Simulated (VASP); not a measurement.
Set up this calculation in VASP 6.6.1, as the native input.

| Property | Result |
| --- | --- |
| Task | single point |
| Functional | LDA |
| Potentials or basis | VASP PAW LDA potentials, release 64 (W_sv, Se) |
| Cutoff | 520 eV |
| k mesh | 9 × 9 × 2 |
| Occupations | gaussian, width 0.05 eV |
| Spin | no spin polarisation |
| Dipole correction | no |
| Further INCAR settings | ALGO = Normal; EDIFF = 1e-06; NBANDS = 35 |

The structure of WSe2 lies in POSCAR:

```
WSe2
1.0
    3.2486079436      0.0000000000      0.0000000000
   -1.6243039718      2.8133770061      0.0000000000
    0.0000000000      0.0000000000     23.6283233151
W Se
2 4
Direct
    0.5000919546      0.3333333333      0.1354666708
    0.5155703574      0.6666666667      0.8645333292
    0.1301693901      0.6666666667      0.2058884835
    0.8458202643      0.3333333333      0.9351101390
    0.1362064470      0.6666666667      0.0648898610
    0.8513429266      0.3333333333      0.7941115165
```

This cell differs from its parent crystal: atoms displaced along several vibrational modes.

These files were run (other wordings do the same):

INCAR

```
ALGO = Normal
EDIFF = 1E-6
ENCUT = 520
GGA = CA
ISIF = 2
ISMEAR = 0
LASPH = True
LCHARG = False
LREAL = False
LWAVE = False
NBANDS = 35
NELM = 80
PREC = Accurate
SIGMA = 0.05
```

KPOINTS

```
k-points
0
Gamma
  9 9 2
```

Potentials or basis: VASP PAW LDA potentials, release 64 (W_sv, Se).

The run is started by

```bash
$ cat potpaw_LDA.64/W_sv/POTCAR potpaw_LDA.64/Se/POTCAR > POTCAR
$ mpirun -np 1 vasp_std > vasp.out
```

Results of the run:

```json
{"Largest force": "2.088 eV/Å", "Band gap on the k mesh": "1.22 eV (least direct gap 1.70 eV)"}
```

Caveat: the cell differs from its parent crystal (atoms displaced along several vibrational modes); there is no dipole correction, which matters where the two faces differ; spin-orbit coupling is left out, which moves the levels of the heavy elements.

It took 20 min on 1 thread of Intel Xeon 8259CL, with other jobs on the host, peak memory 0.62 GiB.
